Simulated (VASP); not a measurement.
# In3GaSb2N2 (P6/mmm) in VASP: relaxation of cell and atoms with PBE

Aim: the relaxation of cell and atoms of In3GaSb2N2 with PBE.

All numbers are computed with VASP 6.6.1; they aren't measurements. Logs are shortened: lines on timing, memory, paths and dates and some standing lists are left out, and cuts for length are marked.

**1. The cell of the first run**

The structure is hexagonal, space group P6/mmm (No. 191). Conventional cell: a = 6.659 Å, b = 6.659 Å, c = 4.964 Å, α = 90.00°, β = 90.00°, γ = 120.00°. In (site symmetry mmm) has 2 Sb at 1.92 Å within 2.5 Å. Within 5.0 Å of Ga (site symmetry 6/mmm) lie 6 N at 3.84 Å and 12 In at 4.15 Å and 12 Sb at 4.58 Å and 2 Ga at 4.96 Å. Within 2.5 Å of Sb (site symmetry -6m2) lie 3 In at 1.92 Å and 2 N at 2.48 Å. Within 3.3 Å of N (site symmetry -6m2) lie 2 Sb at 2.48 Å and 6 In at 3.14 Å.

The cell was generated, and may not be a known phase.

**2. Relaxation of cell and atoms, PBE**

Contents of INCAR:

```
  PREC = Accurate
  ENCUT = 700
  EDIFF = 1E-7
  ISMEAR = 0
  SIGMA = 0.15
  LREAL = False
  LASPH = True
  NELM = 120
  ALGO = Normal
  ISIF = 3
  LWAVE = False
  LCHARG = False
  GGA = PE
  IBRION = 2
  NSW = 36
  EDIFFG = -0.08
  GGA_COMPAT = False
  NELMIN = 4
```

Contents of KPOINTS:

```
Automatic mesh
0
Gamma
  2 2 3
```

Contents of POSCAR:

```
In3GaSb2N2
1.0
    6.6594677000      0.0000000000      0.0000000000
   -3.3297338500      5.7672682100      0.0000000000
    0.0000000000      0.0000000000      4.9642363900
In Ga Sb N
3 1 2 2
Direct
    0.5000000000      0.0000000000      0.5000000000
    0.0000000000      0.5000000000      0.5000000000
    0.5000000000      0.5000000000      0.5000000000
    0.0000000000      0.0000000000      0.0000000000
    0.3333333300      0.6666666700      0.5000000000
    0.6666666700      0.3333333300      0.5000000000
    0.3333333300      0.6666666700      0.0000000000
    0.6666666700      0.3333333300      0.0000000000
```

Potentials or basis: VASP PAW PBE potentials, release 64 (In_d, Ga_d, Sb_d_GW, N).

Launch:

```
> cat potpaw_PBE.64/In_d/POTCAR potpaw_PBE.64/Ga_d/POTCAR potpaw_PBE.64/Sb_d_GW/POTCAR potpaw_PBE.64/N/POTCAR > POTCAR
> mpirun -np 1 vasp_std > vasp.out
```

OUTCAR:

```text
PREC = Accurate
   ENCUT = 700
   EDIFF = 1E-7
   ISMEAR = 0
   LREAL = False
   LASPH = True
   NELM = 120
   ISIF = 3
   GGA = PE
   IBRION = 2
   NSW = 36
   EDIFFG = -0.08
   NELMIN = 4

 ion  position               nearest neighbor table
   1  0.500  0.000  0.500-   5 1.92   6 1.92   2 3.33   3 3.33   3 3.33   2 3.33
   2  0.000  0.500  0.500-   5 1.92   6 1.92   3 3.33   3 3.33   1 3.33   1 3.33
   3  0.500  0.500  0.500-   5 1.92   6 1.92   2 3.33   2 3.33   1 3.33   1 3.33
   4  0.000  0.000  0.000-
   5  0.333  0.667  0.500-   2 1.92   1 1.92   3 1.92   7 2.48   7 2.48
   6  0.667  0.333  0.500-   2 1.92   1 1.92   3 1.92   8 2.48   8 2.48
   7  0.333  0.667  0.000-   5 2.48   5 2.48
   8  0.667  0.333  0.000-   6 2.48   6 2.48

  LATTYP: Found a hexagonal cell.
 ALAT       =     6.6594677000
 C/A-ratio  =     0.7454404186

  Lattice vectors:

 A1 = (   6.6594677000,   0.0000000000,   0.0000000000)
 A2 = (  -3.3297338500,   5.7672682100,   0.0000000000)
 A3 = (   0.0000000000,   0.0000000000,   4.9642363900)

Analysis of symmetry for initial positions (statically):
=====================================================================
 Subroutine PRICEL returns:
 Original cell was already a primitive cell.

 Routine SETGRP: Setting up the symmetry group for a
 hexagonal supercell.

 Subroutine GETGRP returns: Found 24 space group operations
 (whereof 24 operations were pure point group operations)
 out of a pool of 24 trial point group operations.

The static configuration has the point symmetry D_6h.

Analysis of symmetry for dynamics (positions and initial velocities):
=====================================================================
 Subroutine PRICEL returns:
 Original cell was already a primitive cell.

 Routine SETGRP: Setting up the symmetry group for a
 hexagonal supercell.

 Subroutine GETGRP returns: Found 24 space group operations
 (whereof 24 operations were pure point group operations)
 out of a pool of 24 trial point group operations.

The dynamic configuration has the point symmetry D_6h.

 Subroutine INISYM returns: Found 24 space group operations
 (whereof 24 operations are pure point group operations),
 and found     1 'primitive' translations

----------------------------------------------------------------------------------------

                                     Primitive cell

  volume of cell :     190.6611

  direct lattice vectors                    reciprocal lattice vectors
     6.659467700  0.000000000  0.000000000     0.150162152  0.086696159  0.000000000
    -3.329733850  5.767268210  0.000000000     0.000000000  0.173392317  0.000000000
     0.000000000  0.000000000  4.964236390     0.000000000  0.000000000  0.201440850

  length of vectors
     6.659467700  6.659467705  4.964236390     0.173392318  0.173392317  0.201440850

  position of ions in fractional coordinates (direct lattice)
     0.500000000  0.000000000  0.500000000
     0.000000000  0.500000000  0.500000000
     0.500000000  0.500000000  0.500000000
     0.000000000  0.000000000  0.000000000
     0.333333330  0.666666670  0.500000000
     0.666666670  0.333333330  0.500000000
     0.333333330  0.666666670  0.000000000
     0.666666670  0.333333330  0.000000000

  ion indices of the primitive-cell ions
   primitive index   ion index
                 1           1
                 2           2
                 3           3
                 4           4
                 5           5
                 6           6
                 7           7
                 8           8

----------------------------------------------------------------------------------------

 KPOINTS: Automatic mesh

Automatic generation of k-mesh.
 Grid dimensions read from file:
 generate k-points for:    2    2    3

 Generating k-lattice:

  Cartesian coordinates                     Fractional coordinates (reciprocal lattice)
     0.075081076  0.043348079  0.000000000     0.500000000  0.000000000  0.000000000
     0.000000000  0.086696159  0.000000000     0.000000000  0.500000000  0.000000000
     0.000000000  0.000000000  0.067146950     0.000000000  0.000000000  0.333333333

  Length of vectors
     0.086696159  0.086696159  0.067146950

  Shift w.r.t. Gamma in fractional coordinates (k-lattice)
     0.000000000  0.000000000  0.000000000

 Subroutine IBZKPT returns following result:
 ===========================================

 Found      4 irreducible k-points:

 Following reciprocal coordinates:
            Coordinates               Weight
  0.000000  0.000000  0.000000      1.000000
  0.500000  0.000000  0.000000      3.000000
  0.000000  0.000000  0.333333      2.000000
  0.500000  0.000000  0.333333      6.000000
   k-points           NKPTS =      4   k-points in BZ     NKDIM =      4   number of bands    NBANDS=     55
   number of dos      NEDOS =    301   number of ions     NIONS =      8
   total plane-waves  NPLWV = 172800
   dimension x,y,z NGX =    60 NGY =   60 NGZ =   48
   dimension x,y,z NGXF=   120 NGYF=  120 NGZF=   96
   ions per type =               3   1   2   2
   NGX,Y,Z   is equivalent  to a cutoff of  14.98, 14.98, 16.07 a.u.
   NGXF,Y,Z  is equivalent  to a cutoff of  29.96, 29.96, 32.15 a.u.
 SYSTEM =  unknown system
   PREC   = accura    normal or accurate (medium, high low for compatibility)
   ISTART =      0    job   : 0-new  1-cont  2-samecut
   ICHARG =      2    charge: 1-file 2-atom 10-const
   ISPIN  =      1    spin polarized calculation?
   LNONCOLLINEAR =      F non collinear calculations
   LSORBIT =      F    spin-orbit coupling
   LASPH  =      T    aspherical Exc in radial PAW
   ENCUT  =  700.0 eV  51.45 Ry    7.17 a.u.  14.37 14.37 10.71*2*pi/ulx,y,z
   NELM   =    120;   NELMIN=  4; NELMDL= -5     # of ELM steps
   EDIFF  = 0.1E-06   stopping-criterion for ELM
   LREAL  =      F    real-space projection
   EDIFFG = -.8E-01   stopping-criterion for IOM
   NSW    =     36    number of steps for IOM
   IBRION =      2    ionic relax: 0-MD 1-quasi-New 2-CG
   NFREE  =      1    steps in history (QN), initial steepest desc. (CG)
   ISIF   =      3    stress and relaxation
   ISYM   =      2    0-nonsym 1-usesym 2-fastsym
   POTIM  = 0.5000    time-step for ionic-motion
   TEBEG  =    0.0;   TEEND  =   0.0 temperature during run
   PSTRESS=    0.0 pullay stress
   NELECT =      92.0000    total number of electrons
   NUPDOWN=      -1.0000    fix difference up-down
   EMIN   =  10.00;   EMAX   =-10.00  energy-range for DOS
   EFERMI =   0.00;   METHOD = LEGACY
   ISMEAR =     0;   SIGMA  =   0.15  broadening in eV -4-tet -1-fermi 0-gaus
   EFERMI_NEDOS =   21; number of points for ismear=-14 and -15
   IALGO  =     38    algorithm
   IMIX   =      4    mixing-type and parameters
     AMIX     =   0.40;   BMIX     =  1.00
     AMIX_MAG =   1.60;   BMIX_MAG =  1.00
  volume/ion in A,a.u.               =      23.83       160.83
  Fermi-wavevector in a.u.,A,eV,Ry     =   1.284054  2.426511 22.433225  1.648796
  Thomas-Fermi vector in A             =   2.416271
   LORBIT       =      0    0 simple, 1 ext, 2 COOP (PROOUT), +10 PAW based schemes
   GGA     = PE    functional components
   LHFCALC =     F    Hartree Fock is set to
   AEXX    =    0.0000 exact exchange contribution
   IVDW    =     0    specifies the selected vdW correction
   LEPSILON=     F    determine dielectric tensor
   LRPA    =     F    only Hartree local field effects (RPA)
 conjugate gradient relaxation of ions
 non-spin polarized calculation
 Gauss-broadening in eV      SIGMA  =   0.15
  energy-cutoff  :      700.00
  volume of cell :      190.66
 maximum number of plane-waves:      8056
 NGX is ok and might be reduce to    60
   NGX = 29   NGY = 29   NGZ = 21

--------------------------------------- Ionic step        1  -------------------------------------------

 number of electron      92.0000008 magnetization

 Free energy of the ion-electron system (eV)
  ---------------------------------------------------
  ext. energy  EPLUGINS =         0.00000000
  ---------------------------------------------------
  free energy    TOTEN  =        20.84956931 eV

  energy without entropy =       20.93462324  energy(sigma->0) =       20.89209628

 E-fermi :   5.4509     XC(G=0):  -9.3670

 val. band max:        5.2851384978   @ k =   0.5000   0.0000   0.0000
 cond. band min:       5.4663584470   @ k =   0.5000   0.0000   0.0000
 fundamental gap:      0.1812199492
 Fermi energy:         5.4509360276

 k-point     1 :       0.0000    0.0000    0.0000
  band No.  band energies     occupation
      1     -28.0872      2.00000
      2     -28.0872      2.00000
      3     -27.5189      2.00000
      4     -27.5189      2.00000
      5     -27.1363      2.00000
      6     -26.9063      2.00000
[... 260 lines left out ...]
  energy  without entropy=       20.9346232400  energy(sigma->0) =       20.89209628

--------------------------------------- Ionic step        2  -------------------------------------------

 number of electron      92.0000105 magnetization

 E-fermi :  -0.8703     XC(G=0):  -4.4246

 val. band max:       -0.8705269922   @ k =   0.0000   0.0000   0.3333
 cond. band min:      -0.8667389485   @ k =   0.5000   0.0000   0.3333
 fundamental gap:      0.0037880436
 Fermi energy:        -0.8703221414

 k-point     1 :       0.0000    0.0000    0.0000
  band No.  band energies     occupation
      1     -29.8487      2.00000
      2     -29.8486      2.00000
      3     -29.8476      2.00000
      4     -29.8476      2.00000
      5     -29.8293      2.00000
      6     -29.8291      2.00000
[... 298 lines left out ...]
  FREE ENERGIE OF THE ION-ELECTRON SYSTEM (eV)
  ---------------------------------------------------
  free  energy   TOTEN  =       -23.4895227278 eV

  energy  without entropy=      -23.3953776461  energy(sigma->0) =      -23.44245019

[... ionic steps 4 to 10 ...]

--------------------------------------- Ionic step       11  -------------------------------------------

 number of electron      92.0000024 magnetization

------------------------ aborting loop because EDIFF is reached ----------------------------------------

  FORCE on cell =-STRESS in cart. coord.  units (eV):
  Direction    XX          YY          ZZ          XY          YZ          ZX
  --------------------------------------------------------------------------------------
  -------------------------------------------------------------------------------------
  Total       -0.6667245     -0.6667245      0.5177933      0.0000000      0.0000000      0.0000000
  in kB       -3.1581078     -3.1581078      2.4526578      0.0000000      0.0000000      0.0000000
  external PRESSURE =      -1.2878526 kB  Pullay stress =       0.0000000 kB
[... 69 lines left out ...]
  energy  without entropy=      -25.0180626223  energy(sigma->0) =      -25.06013787

--------------------------------------- Ionic step       13  -------------------------------------------

 number of electron      91.9999981 magnetization

 Free energy of the ion-electron system (eV)
  ---------------------------------------------------
  ext. energy  EPLUGINS =         0.00000000
  ---------------------------------------------------
  free energy    TOTEN  =       -25.10355425 eV

  energy without entropy =      -25.02008185  energy(sigma->0) =      -25.06181805

 E-fermi :   1.7764     XC(G=0):  -7.0177

 val. band max:        1.7723784368   @ k =   0.5000   0.0000   0.3333
 cond. band min:       1.8003906966   @ k =   0.5000   0.0000   0.0000
 fundamental gap:      0.0280122597
 Fermi energy:         1.7764054797

 k-point     1 :       0.0000    0.0000    0.0000
  band No.  band energies     occupation
      1     -27.9709      2.00000
      2     -27.9695      2.00000
      3     -27.9671      2.00000
      4     -27.9671      2.00000
      5     -27.9646      2.00000
      6     -27.9646      2.00000
[... 256 lines left out ...]
  FREE ENERGIE OF THE ION-ELECTRON SYSTEM (eV)
  ---------------------------------------------------
  free  energy   TOTEN  =       -25.1035542468 eV

  energy  without entropy=      -25.0200818549  energy(sigma->0) =      -25.06181805

 reached required accuracy - stopping structural energy minimisation
```

It took 16 min on 1 thread of Intel Xeon 6975P-C (Granite Rapids), shared host; peak memory 0.52 GiB.

Results:

| Quantity | Value |
| --- | --- |
| Free energy | -25.1036 eV |
| Relaxed volume | 41.98 Å³/atom |
| Relaxed cell | a = 9.725 Å, b = 9.725 Å, c = 4.100 Å, α = 90.00°, β = 90.00°, γ = 120.00° |
| Space group after relaxing (to 0.1 Å) | P6/mmm (No. 191) |
| Energy gained by relaxing | 5744.1 meV/atom |
| Ionic steps | 13 |
| Pressure after relaxing | 0.0 GPa |
| Band gap on the k mesh | zero (bands 46 and 47 overlap by 0.03 eV) |

Stress tensor (GPa, compression positive):
```
 0.00  0.00  0.00
 0.00  0.00  0.00
 0.00  0.00 -0.11
```

The path:
| step | energy change (eV) | largest force (eV/Å) | pressure (GPa) | volume (Å³) |
| --- | --- | --- | --- | --- |
| 1 | 0.0000 | 0.0000 | 96.02 | 190.66 |
| 2 | -25.5581 | 0.0000 | -16.93 | 746.72 |
| 3 | -44.3391 | 0.0000 | -3.20 | 431.21 |
| 4 | -44.3891 | 0.0000 | -3.08 | 425.05 |
| 5 | -44.4611 | 0.0000 | -2.39 | 399.22 |
| 6 | -44.4667 | 0.0000 | -2.54 | 404.04 |
| 7 | -45.6995 | 0.0000 | -1.74 | 367.16 |
| 8 | -45.8940 | 0.0000 | -1.04 | 352.42 |
| 9 | -45.9061 | 0.0000 | -0.58 | 346.83 |
| 10 | -45.9076 | 0.0000 | -0.73 | 348.39 |
| 11 | -45.9488 | 0.0000 | -0.13 | 338.24 |
| 12 | -45.9518 | 0.0000 | 0.10 | 334.86 |
| 13 | -45.9531 | 0.0000 | -0.04 | 335.81 |

Final structure:
```cif
data_structure
_symmetry_space_group_name_H-M 'P 1'
_symmetry_Int_Tables_number 1
_cell_length_a 9.7252
_cell_length_b 9.7252
_cell_length_c 4.0998
_cell_angle_alpha 90.000
_cell_angle_beta 90.000
_cell_angle_gamma 120.000
_cell_volume 335.81
loop_
_atom_site_label
_atom_site_type_symbol
_atom_site_fract_x
_atom_site_fract_y
_atom_site_fract_z
_atom_site_occupancy
In1 In 0.50000 0.00000 0.50000 1
In2 In 0.00000 0.50000 0.50000 1
In3 In 0.50000 0.50000 0.50000 1
Ga1 Ga 0.00000 0.00000 0.00000 1
Sb1 Sb 0.33333 0.66667 0.50000 1
Sb2 Sb 0.66667 0.33333 0.50000 1
N1 N 0.33333 0.66667 0.00000 1
N2 N 0.66667 0.33333 0.00000 1
```

Caveat: the k points lie up to 0.51 Å⁻¹ apart in the final cell; the volume moved by over 15 % at a fixed basis, so the end points are rough; semilocal functionals underestimate gaps, and a narrow one can read as zero; spin-orbit coupling is left out, which moves the levels of the heavy elements.

The gap in the log of VASP goes by the Fermi energy; the results here count the filled bands.